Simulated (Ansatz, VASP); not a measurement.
## Two plane-wave programs on CaScBe2

```
Ca Sc Be
1.0
     3.51509    0.00000    0.00000
    -1.75755    3.04416    0.00000
     0.00000    0.00000   15.64958
Ca Sc Be
2 2 4
Direct
  0.33333 0.66667 0.75000
  0.66667 0.33333 0.25000
  0.00000 0.00000 0.50000
  0.00000 0.00000 0.00000
  0.33333 0.66667 0.38584
  0.66667 0.33333 0.88584
  0.66667 0.33333 0.61416
  0.33333 0.66667 0.11416
```

Alike in both runs: functional PBE; k mesh 6 × 6 × 2; occupations gaussian, width 0.1 eV; no spin polarisation.

Ansatz relaxed the structure, and its values are those at the end. VASP's run is a single point on that final structure, the one shown.

|  | VASP | Ansatz |
| --- | --- | --- |
| version | VASP 6.6.1 | Ansatz 0.2.0 |
| potentials or method | VASP PAW PBE potentials, release 64 (Ca_sv, Sc_sv, Be), cutoff 520 eV | scalar-relativistic, plane waves, PAW |
| valence electrons in the cell | 50 | 50 |

```csv
,VASP,Ansatz,Ansatz less VASP
gap on the k mesh at the Fermi level (eV),none,none,-
pressure (GPa),0.3,0.3,-0.07
```

A gap of «none» marks a metal or a gap that the smearing closes. The functional is the same, so the differences come from potentials, cutoffs and numerics.
